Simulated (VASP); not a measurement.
Wanted: the native input for a VASP 6.6.1 run.

```
Task                   : single point
Functional             : BLYP
Potentials or basis    : VASP PAW PBE potentials, release 64 (P)
Cutoff                 : 520 eV
k mesh                 : 12 × 12 × 11
Occupations            : fermi-dirac, width 0.1 eV
Spin                   : no spin polarisation
Dipole correction      : no
Further INCAR settings : ALGO = Normal; EDIFF = 1e-06; NBANDS = 12
```

The structure of P lies in POSCAR:

```
P
1.0
    3.5372057043      0.0000000000      0.0000000000
   -1.7686028521      3.0633099983      0.0000000000
    0.0000000000      0.0000000000      3.4163797623
P
2
Direct
    0.3333333333      0.6666666667      0.2500000000
    0.6666666667      0.3333333333      0.7500000000
```

This cell differs from its parent crystal: volume scaled by 1.08.

These files were run (other wordings do the same):

INCAR

```
SYSTEM = P
AGGAC = 1.0 ; AGGAX = 1.0
ALDAC = 0.0 ; ALDAX = 1.0
ALGO = Normal ; EDIFF = 1E-6
ENCUT = 520 ; GGA = B5
ISIF = 2 ; ISMEAR = -1
LASPH = .TRUE. ; LCHARG = .FALSE.
LREAL = .FALSE. ; LWAVE = .FALSE.
NBANDS = 12 ; NELM = 100
PREC = Accurate ; SIGMA = 0.1
```

KPOINTS

```
k-points
0
G
  12 12 11
  0 0 0
```

Potentials or basis: VASP PAW PBE potentials, release 64 (P).

The run is started by

```console
$ cat potpaw_PBE.64/P/POTCAR > POTCAR
$ mpirun -np 1 vasp_std > vasp.out
```

It gave:

The pressure is -4.7 GPa. The band gap on the k mesh is zero (band 5 reaches 8.01 eV, above the bottom of band 6 at 4.72 eV).

Caveat: the PAW data sets were made with another functional, which shifts forces and pressure a little.

Wall time 34 s on 1 thread of Intel Xeon 6975P-C, on a shared host, peak memory 0.17 GiB.
